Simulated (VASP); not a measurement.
# V (P6/mmm) in VASP: a series of runs, part 2 of 2

VASP 6.6.1. The steps go on from the part before.

## (3) Single point, BLYP (volume scaled by 0.96)

INCAR

```
SYSTEM = V
PREC     = Accurate       ! precision mode
ENCUT    = 520            ! plane-wave cutoff, eV
EDIFF    = 1E-7           ! SCF threshold, eV
ISMEAR   = -1             ! smearing method
SIGMA    = 0.1            ! smearing width, eV
LREAL    = .False.        ! projectors in reciprocal space
LASPH    = .True.         ! aspherical terms in the spheres
NELM     = 80             ! most SCF steps
ALGO     = Normal         ! electronic algorithm
ISIF     = 2              ! what is computed and relaxed
LWAVE    = .False.        ! write WAVECAR
LCHARG   = .False.        ! write CHGCAR
GGA      = B5             ! functional
ALDAX    = 1.0          
AGGAX    = 1.0          
AGGAC    = 1.0          
ALDAC    = 0.0          
NBANDS   = 26             ! bands
```

KPOINTS

```
Automatic mesh
0
Gamma
  9 9 15
  0 0 0
```

POSCAR

```
V
1.0
    4.4483452533      0.0000000000      0.0000000000
   -2.2241726266      3.8523799941      0.0000000000
    0.0000000000      0.0000000000      2.3685095308
V
3
Direct
    1.0000000000      1.0000000000      0.0000000000
    0.3333333333      0.6666666667      0.5000000000
    0.6666666667      0.3333333333      0.5000000000
```

Potentials or basis: VASP PAW PBE potentials, release 64 (V_sv).

Started as:

```bash
$ cat potpaw_PBE.64/V_sv/POTCAR > POTCAR
$ mpirun -np 1 vasp_std > vasp.out
```

Wall time 69 s (1 thread of Intel Xeon 6975P-C (Granite Rapids), shared host); peak memory 0.2 GiB.

Results (log left out):

```yaml
Free_energy: -23.2097 eV
Pressure: 7.4 GPa
```

Stress tensor (GPa, compression positive):
```
6.97 0.00 0.00
0.00 6.97 0.00
0.00 0.00 8.32
```

Levels at points of the mesh, in eV from the Fermi level:
```csv
k point,band 18,band 19,band 20,band 21,band 22,band 23
"(0.00, 0.00, 0.00)",-1.32,-1.32,-0.97,0.44,0.44,2.36
```

Caveat: the cell differs from its parent crystal (volume scaled by 0.96); the PAW data sets were made with another functional, which shifts forces and pressure a little.

## (4) Single point, BLYP

This run uses another cell than the first one, of 14.09 Å³/atom, 1.087 times its volume.

INCAR

```
PREC     = Accurate       # precision mode
ENCUT    = 520            # plane-wave cutoff, eV
EDIFF    = 1E-6           # SCF threshold, eV
ISMEAR   = -1             # smearing method
SIGMA    = 0.1            # smearing width, eV
LREAL    = False          # projectors in reciprocal space
LASPH    = True           # aspherical terms in the spheres
NELM     = 60             # most SCF steps
ALGO     = Normal         # electronic algorithm
ISIF     = 2              # what is computed and relaxed
LWAVE    = False          # write WAVECAR
LCHARG   = True           # write CHGCAR
GGA      = B5             # functional
ALDAX    = 1.0          
AGGAX    = 1.0          
AGGAC    = 1.0          
ALDAC    = 0.0          
LELF     = True           # ELF
LVHAR    = True         
NBANDS   = 26             # bands
```

KPOINTS

```
regular mesh
0
Gamma
  9 9 15
```

POSCAR

```
V
1.0
    4.5092890627      0.0000000000      0.0000000000
   -2.2546445314      3.9051588813      0.0000000000
    0.0000000000      0.0000000000      2.4009588991
V
3
Direct
    1.0000000000      1.0000000000      0.0000000000
    0.3333333333      0.6666666667      0.5000000000
    0.6666666667      0.3333333333      0.5000000000
```

Potentials or basis: VASP PAW PBE potentials, release 64 (V_sv).

Started as:

```bash
$ cat potpaw_PBE.64/V_sv/POTCAR > POTCAR
$ mpirun -np 1 vasp_std > vasp.out
```

OUTCAR:

```text
PREC = Accurate
   ENCUT = 520
   EDIFF = 1E-6
   ISMEAR = -1
   LREAL = False
   LASPH = True
   NELM = 60
   ISIF = 2
   GGA = B5

 ion  position               nearest neighbor table
   1  0.000  0.000  0.000-   2 2.87   3 2.87   2 2.87   3 2.87   3 2.87   3 2.87   2 2.87   2 2.87
                             3 2.87   3 2.87   2 2.87   2 2.87
   2  0.333  0.667  0.500-   3 2.60   3 2.60   3 2.60   1 2.87   1 2.87   1 2.87   1 2.87   1 2.87
                             1 2.87
   3  0.667  0.333  0.500-   2 2.60   2 2.60   2 2.60   1 2.87   1 2.87   1 2.87   1 2.87   1 2.87
                             1 2.87

[... 888 lines left out ...]

 [... further k-points ...]
[... 5 lines left out ...]
  --------------------------------------------------------------------------------------
  -------------------------------------------------------------------------------------
  Total       -0.0166915     -0.0166915      0.2176862      0.0000000      0.0000000      0.0000000
  in kB       -0.6325212     -0.6325212      8.2491649      0.0000000      0.0000000      0.0000000
  external PRESSURE =       2.3280408 kB  Pullay stress =       0.0000000 kB

 VOLUME and BASIS-vectors are now :
 -----------------------------------------------------------------------------
  energy-cutoff  :      520.00
  volume of cell :       42.28
      direct lattice vectors                 reciprocal lattice vectors
     4.509289063  0.000000000  0.000000000     0.221764448  0.128035764  0.000000000
    -2.254644531  3.905158881  0.000000000     0.000000000  0.256071528  0.000000000
     0.000000000  0.000000000  2.400958899     0.000000000  0.000000000  0.416500258

 POSITION                                       TOTAL-FORCE (eV/Angst)
 -----------------------------------------------------------------------------------
      0.00000      0.00000      0.00000        -0.000000      0.000000      0.000000
     -0.00000      2.60344      1.20048         0.000000     -0.000000     -0.000000
      2.25464      1.30172      1.20048        -0.000000      0.000000      0.000000
 -----------------------------------------------------------------------------------
    total drift:                                0.000000      0.000000     -0.000000

  FREE ENERGIE OF THE ION-ELECTRON SYSTEM (eV)
  ---------------------------------------------------
  free  energy   TOTEN  =       -23.2497830304 eV

  energy  without entropy=      -23.1171463166  energy(sigma->0) =      -23.18346467
```

stdout:

```text
POSCAR found type information on POSCAR V
 POSCAR found :  1 types and       3 ions
 scaLAPACK will be used
 -----------------------------------------------------------------------------
|                                                                             |
|                                                                             |
|     You enforced a specific xc type in the INCAR file but a different       |
|     I HOPE YOU KNOW WHAT YOU ARE DOING!                                     |
|                                                                             |
 -----------------------------------------------------------------------------

 LDA part: xc-table for (Slater(with rela. corr.)+VWN5), standard interpolation
 POSCAR, INCAR and KPOINTS ok, starting setup
 FFT: planning ... GRIDC
 FFT: planning ... GRID_SOFT
 FFT: planning ... GRID
 WAVECAR not read
 entering main loop
```

Run time: 58 s. Hardware: 1 thread of Intel Xeon 6975P-C (Granite Rapids), shared host; peak memory 0.21 GiB.

Results:

```yaml
Free_energy: -23.2498 eV
Pressure: 0.2 GPa
```

Caveat: the PAW data sets were made with another functional, which shifts forces and pressure a little.

## (5) Single point, BLYP (volume scaled by 1.04)

INCAR

```
SYSTEM = V
PREC = Accurate
ENCUT = 520
EDIFF = 1E-6
ISMEAR = -1
SIGMA = 0.1
LREAL = .FALSE.
LASPH = .TRUE.
NELM = 80
ALGO = Normal
ISIF = 2
LWAVE = .FALSE.
LCHARG = .FALSE.
GGA = B5
ALDAX = 1.0
AGGAX = 1.0
AGGAC = 1.0
ALDAC = 0.0
NBANDS = 26
```

KPOINTS

```
Automatic mesh
0
G
  9 9 15
  0 0 0
```

POSCAR

```
V
1.0
    4.5686286185      0.0000000000      0.0000000000
   -2.2843143092      3.9565484440      0.0000000000
    0.0000000000      0.0000000000      2.4325540868
V
3
Direct
    1.0000000000      1.0000000000      0.0000000000
    0.3333333333      0.6666666667      0.5000000000
    0.6666666667      0.3333333333      0.5000000000
```

Started as:

```bash
$ cat potpaw_PBE.64/V_sv/POTCAR > POTCAR
$ mpirun -np 1 vasp_std > vasp.out
```

Wall time 68 s (1 thread of Intel Xeon 6975P-C (Granite Rapids), shared host); peak memory 0.21 GiB.

It converged, with:

```yaml
Free_energy: -23.2211 eV
Pressure: -5.6 GPa
```

Stress tensor (GPa, compression positive):
```
-5.80  0.00  0.00
 0.00 -5.80  0.00
 0.00  0.00 -5.33
```

Levels at points of the mesh, in eV from the Fermi level:
```csv
k point,band 17,band 18,band 19,band 20,band 21,band 22,band 23,band 24
"(0.00, 0.00, 0.00)",-1.26,-1.23,-1.23,-0.88,0.41,0.41,2.15,2.15
```

Caveat: the cell differs from its parent crystal (volume scaled by 1.04); the PAW data sets were made with another functional, which shifts forces and pressure a little.

## (6) Overview

```csv
cell,gap on the mesh (eV),pressure (GPa)
"a = 4.386, b = 4.386, c = 2.335 Å, angles 90.0, 90.0, 120.0°, 3 atoms",none,16.2
"a = 4.448, b = 4.448, c = 2.369 Å, angles 90.0, 90.0, 120.0°, 3 atoms",none,7.4
"a = 4.509, b = 4.509, c = 2.401 Å, angles 90.0, 90.0, 120.0°, 3 atoms",none,0.2
"a = 4.569, b = 4.569, c = 2.433 Å, angles 90.0, 90.0, 120.0°, 3 atoms",none,-5.6
```

Alike in all rows: task single point; level BLYP; potentials or basis VASP PAW PBE potentials, release 64 (V_sv); no spin polarisation; k mesh 9 × 9 × 15; cutoff (eV) 520; smearing fermi-dirac 0.1 eV.

Caveats: the PAW data sets were made with another functional, which shifts forces and pressure a little.

Absolute energies hang on the potentials; compare differences alone.
